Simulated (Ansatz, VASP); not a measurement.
Two plane-wave programs on SiNi

```xyz
8
Lattice="4.4680 0.0000 0.0000 0.0000 4.4680 0.0000 0.0000 0.0000 4.4680" Properties=species:S:1:pos:R:3 pbc="T T T"
Si    2.9200    0.6860    1.5480
Si    0.6860    1.5480    2.9200
Si    1.5480    2.9200    0.6860
Si    3.7820    3.7820    3.7820
Ni    1.5680    3.8020    2.9000
Ni    3.8020    2.9000    1.5680
Ni    2.9000    1.5680    3.8020
Ni    0.6660    0.6660    0.6660
```

Alike in both runs: functional PBEsol; k mesh 8 × 8 × 8; occupations gaussian, width 0.1 eV; no spin polarisation.

Ansatz relaxed the structure, and its values are those at the end. VASP's run is a single point on that final structure, the one shown.

```csv
,VASP,Ansatz
version,VASP 6.6.1,Ansatz 0.2.0
potentials or method,"VASP PAW PBE potentials, release 64 (Si, Ni), cutoff 520 eV","scalar-relativistic, plane waves, PAW"
valence electrons in the cell,56,88
```

Ansatz gave:

* gap on the k mesh at the Fermi level (eV): none
* pressure (GPa): 0.0

Question: What did VASP give for the same quantities?

Answer: gap on the k mesh at the Fermi level (eV): none; pressure (GPa): 0.2.

VASP's potentials were made for PBE, not for PBEsol. A gap of «none» marks a metal or a gap that the smearing closes. VASP's potentials hold 56 valence electrons a cell and Ansatz's 88, so a difference there can come from the potentials and not from the codes.
